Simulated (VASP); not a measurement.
Write the native input for VASP 6.6.1 that does the following.

```yaml
Task: single point
Functional: revpbe exchange, lda correlation
Potentials_or_basis: VASP PAW PBE potentials, release 64 (Ga_d)
Cutoff: 500 eV
k_mesh: 13 × 13 × 13
Occupations: gaussian, width 0.1 eV
Spin: collinear spin
Starting_moments: "[0.5] μB"
Dipole_correction: no
Further_INCAR_settings: ALGO = Normal; EDIFF = 1e-06; NBANDS = 16
```

The structure of Ga lies in POSCAR:

```
Ga
1.0
   -1.3843987196      1.3843987196      2.3112238365
    1.3843987196     -1.3843987196      2.3112238365
    1.3843987196      1.3843987196     -2.3112238365
Ga
1
Direct
    0.0000000000      0.0000000000      0.0000000000
```

One way to write it, as run:

INCAR

```
SYSTEM = Ga
  PREC = Accurate
  ENCUT = 500
  EDIFF = 1E-6
  ISMEAR = 0
  SIGMA = 0.1
  LREAL = .False.
  LASPH = .True.
  NELM = 200
  ALGO = Normal
  ISIF = 2
  LWAVE = .False.
  LCHARG = .False.
  ISPIN = 2
  MAGMOM = 0.5
  LORBIT = 11
  GGA = LIBXC
  LIBXC1 = GGA_X_PBE_R
  LIBXC2 = LDA_C_PW
  NBANDS = 16
  GGA_COMPAT = .False.
```

KPOINTS

```
Automatic mesh
0
Gamma
  13 13 13
  0 0 0
```

Potentials or basis: VASP PAW PBE potentials, release 64 (Ga_d).

The run is started by

```console
$ cat potpaw_PBE.64/Ga_d/POTCAR > POTCAR
$ mpirun -np 1 vasp_std > vasp.out
```

Results of the run:

```yaml
Pressure: 13.5 GPa
Net_moment: 0.00 μB per cell
Valence_electrons_inside_the_program's_atomic_spheres: Ga 11.61
```

Caveat: the cell stands under pressure; the PAW data sets were made with another functional, which shifts forces and pressure a little.

It took 36 s on 1 thread of Intel(R) Xeon(R) 6975P-C (Granite Rapids), on a shared host, peak memory 0.2 GiB.
